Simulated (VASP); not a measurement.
Here is a VASP 6.6.1 calculation.

File INCAR:

```
SYSTEM = Zn8O7
ALGO = Normal
EDIFF = 1E-6
EDIFFG = -0.025
ENCUT = 520
GGA = PE
IBRION = 2
ISIF = 2
ISMEAR = 0
KPAR = 4
LASPH = .TRUE.
LCHARG = .FALSE.
LREAL = Auto
LWAVE = .FALSE.
NELM = 80
NSW = 65
PREC = Accurate
SIGMA = 0.01
```

File KPOINTS:

```
k-points
0
G
  4 4 4
  0 0 0
```

File POSCAR:

```
Zn8O7
1.0
    0.0000000000      0.0000000000      5.2932331742
    6.5587815588     -0.0000000001      0.0000000000
   -3.2793907794      5.6800714478      0.0000000000
Zn O
8 7
Direct
    0.5006044116      0.3333333333      0.1666666667
    0.5006044116      0.3333333333      0.6666666667
    0.5006044116      0.8333333333      0.1666666667
    0.5006044116      0.8333333333      0.6666666667
    0.0006044116      0.1666666667      0.3333333333
    0.0006044116      0.1666666667      0.8333333333
    0.0006044116      0.6666666667      0.3333333333
    0.0006044116      0.6666666667      0.8333333333
    0.8797055884      0.3333333333      0.6666666667
    0.8797055884      0.8333333333      0.1666666667
    0.8797055884      0.8333333333      0.6666666667
    0.3797055884      0.1666666667      0.3333333333
    0.3797055884      0.1666666667      0.8333333333
    0.3797055884      0.6666666667      0.3333333333
    0.3797055884      0.6666666667      0.8333333333
```

Potentials or basis: VASP PAW PBE potentials, release 64 (Zn, O).

The run is started by

```bash
$ cat potpaw_PBE.64/Zn/POTCAR potpaw_PBE.64/O/POTCAR > POTCAR
$ mpirun -np 4 vasp_std > vasp.out
```

What does it give for the band gap on the k mesh?

1.51 eV.

Estimate the energy gained by relaxing.

18.3 meV/atom.

Stress tensor (GPa, compression positive):
```
-4.09  0.00  0.00
 0.00 -4.09  0.00
 0.00  0.00 -4.72
```

Caveat: the cell differs from its parent crystal (atoms taken out).
